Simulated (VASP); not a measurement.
Re, 2 atoms in the cell. It takes space group P6_3/mmc (No. 194, hexagonal). Conventional cell: a = 2.405 Å, b = 2.405 Å, c = 3.880 Å, α = 90.00°, β = 90.00°, γ = 120.00°. Within 3.2 Å of Re (site symmetry -6m2) lie 12 Re at 2.39 to 2.41 Å.  This cell differs from its parent crystal: volume scaled by 0.65.

* Program: VASP 6.6.1
* Task: single point
* Functional: PBE
* Potentials or basis: VASP PAW PBE potentials, release 64 (Re)
* Cutoff: 520 eV
* k mesh: 16 × 16 × 9
* Occupations: fermi-dirac, width 0.08 eV
* Spin: no spin polarisation
* Dipole correction: no
* Further INCAR settings: ALGO = Normal; EDIFF = 1e-06; NBANDS = 14

Potentials or basis: VASP PAW PBE potentials, release 64 (Re).

Command:

```sh
$ cat potpaw_PBE.64/Re/POTCAR > POTCAR
$ mpirun -np 1 vasp_std > vasp.out
```

Hardware: 1 thread of Intel Xeon 6975P-C, with other jobs on the host.

Problem. Estimate the wall time of this run.

Solution. Wall time 30 s on 1 thread of Intel Xeon 6975P-C, with other jobs on the host, peak memory 0.16 GiB. Counts: scf iterations 12, k points 150.
